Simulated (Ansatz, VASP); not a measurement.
# LiF: VASP beside Ansatz

```
Li F
1.0
     2.55953    0.00000    0.00000
     0.00000    2.55953    0.00000
     0.00000    0.00000    2.55953
Li F
1 1
Direct
  0.00000 0.00000 0.00000
  0.50000 0.50000 0.50000
```

Alike in both runs: task single point; functional r2SCAN; k mesh 10 × 10 × 10; occupations gaussian, width 0.05 eV; no spin polarisation.

```csv
,VASP,Ansatz
version,VASP 6.6.1,Ansatz 0.2.0
potentials or method,"VASP PAW PBE potentials, release 64 (Li_sv, F), cutoff 520 eV","scalar-relativistic, plane waves, PAW"
valence electrons in the cell,10,10
```

VASP gave:

* gap on the k mesh at the Fermi level (eV): 8.64
* least direct gap on the mesh (eV): 9.32

Problem. What did Ansatz give for the same quantities?

Solution. gap on the k mesh at the Fermi level (eV): 8.46; least direct gap on the mesh (eV): 9.14.

VASP's potentials were made for PBE, not for r2SCAN.

Noted on VASP's run: the cutoff is short for stress, so the pressure is rough.
